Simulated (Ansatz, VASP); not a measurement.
**ZnO: VASP beside Ansatz**

Contents of INCAR:

```
SYSTEM = ZnO
  PREC = Accurate
  ENCUT = 520
  EDIFF = 1E-6
  ISMEAR = 0
  SIGMA = 0.05
  LREAL = .FALSE.
  LASPH = .TRUE.
  NELM = 100
  ALGO = Normal
  ISIF = 2
  LWAVE = .FALSE.
  LCHARG = .FALSE.
  GGA = PS
  NBANDS = 26
```

File KPOINTS:

```
regular mesh
0
G
  9 9 6
  0 0 0
```

The input POSCAR:

```
ZnO
1.0
    3.4118686601      0.0000000000      0.0000000000
   -1.7059343300      2.9547649340      0.0000000000
    0.0000000000      0.0000000000      5.0737050000
Zn O
2 2
Direct
    0.3333333333      0.6666666667      0.0000000000
    0.6666666667      0.3333333333      0.5000000000
    0.3333333333      0.6666666667      0.3821000000
    0.6666666667      0.3333333333      0.8821000000
```

Input for Ansatz:

```yaml
crystal:
  lattice:
    - [3.4118686601, 0.0, 0.0]
    - [-1.70593433, 2.954764934, 0.0]
    - [0.0, 0.0, 5.073705]
  atoms:
    - { symbol: Zn, position: [0.3333333333, 0.6666666667, 0.0] }
    - { symbol: Zn, position: [0.6666666667, 0.3333333333, 0.5] }
    - { symbol: O, position: [0.3333333333, 0.6666666667, 0.3821] }
    - { symbol: O, position: [0.6666666667, 0.3333333333, 0.8821] }
basis:
  ecutwfc: 420
kpoints:
  mp_grid: { grid: [9, 9, 6] }
hamiltonian:
  xc: pbesol
scf:
  occupations: { method: gaussian, width: 0.05 }
output:
  forces: true
  stress: true
  eigenvalues: true
```

Change from the starting cell: strain +0.050 along x and y, -0.025 along z, atoms carried along.

Alike in both runs: task single point; functional PBEsol; k mesh 9 × 9 × 6; occupations gaussian, width 0.05 eV; no spin polarisation.

|  | VASP | Ansatz |
| --- | --- | --- |
| version | VASP 6.6.1 | Ansatz 0.2.0 |
| potentials or method | VASP PAW PBE potentials, release 64 (Zn, O), cutoff 520 eV | scalar-relativistic, plane waves, PAW |
| valence electrons in the cell | 36 | 36 |

```tsv
	VASP	Ansatz	Ansatz less VASP
gap on the k mesh at the Fermi level (eV)	0.59	0.61	+0.020
least direct gap on the mesh (eV)	0.59	0.61	+0.020
pressure (GPa)	-8.4	-9.1	-0.69
traceless stress, the component that is largest in VASP (GPa)	9.31	8.97	-0.335
rms of the force components (eV/Å)	0.296	0.272	-0.0233
```

VASP's potentials were made for PBE, not for PBEsol. Atom by atom the forces differ by 0.023 eV/Å (rms over components).
